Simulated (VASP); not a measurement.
Write the native input for VASP 6.6.1 that does the following.

```yaml
Task: single point
Functional: PBEsol
Potentials_or_basis: VASP PAW PBE potentials, release 64 (Al, Ru_pv)
Cutoff: 520 eV
k_mesh: 18 × 18 × 18
Occupations: gaussian, width 0.15 eV
Spin: no spin polarisation
Dipole_correction: no
Further_INCAR_settings: ALGO = Fast; EDIFF = 1e-07; NBANDS = 16
```

The structure of AlRu lies in POSCAR:

```
AlRu
1.0
    3.3581265107      0.0000000000      0.0000000000
    0.0000000000      3.3581265107      0.0000000000
    0.0000000000      0.0000000000      2.3741954431
Al Ru
1 1
Direct
    0.0000000000      0.0000000000      0.0000000000
    0.5000000000      0.5000000000      0.5000000000
```

This cell differs from its parent crystal: ratio of the length along z to the lengths across it x 0.707, volume and fractional coordinates fixed.

The input as run:

INCAR

```
SYSTEM = AlRu
ALGO = Fast
EDIFF = 1E-7
ENCUT = 520
GGA = PS
ISIF = 2
ISMEAR = 0
LASPH = .True.
LCHARG = .False.
LREAL = .False.
LWAVE = .False.
NBANDS = 16
NELM = 80
PREC = Accurate
SIGMA = 0.15
```

KPOINTS

```
k-points
0
Gamma
  18 18 18
  0 0 0
```

Potentials or basis: VASP PAW PBE potentials, release 64 (Al, Ru_pv).

Command:

```console
$ cat potpaw_PBE.64/Al/POTCAR potpaw_PBE.64/Ru_pv/POTCAR > POTCAR
$ mpirun -np 1 vasp_std > vasp.out
```

It gave:

The pressure is 17.3 GPa.

Caveat: the PAW data sets were made with another functional, which shifts forces and pressure a little.

Wall time 99 s on 1 thread of Intel(R) Xeon(R) 6975P-C (Granite Rapids) (shared host), peak memory 0.33 GiB.
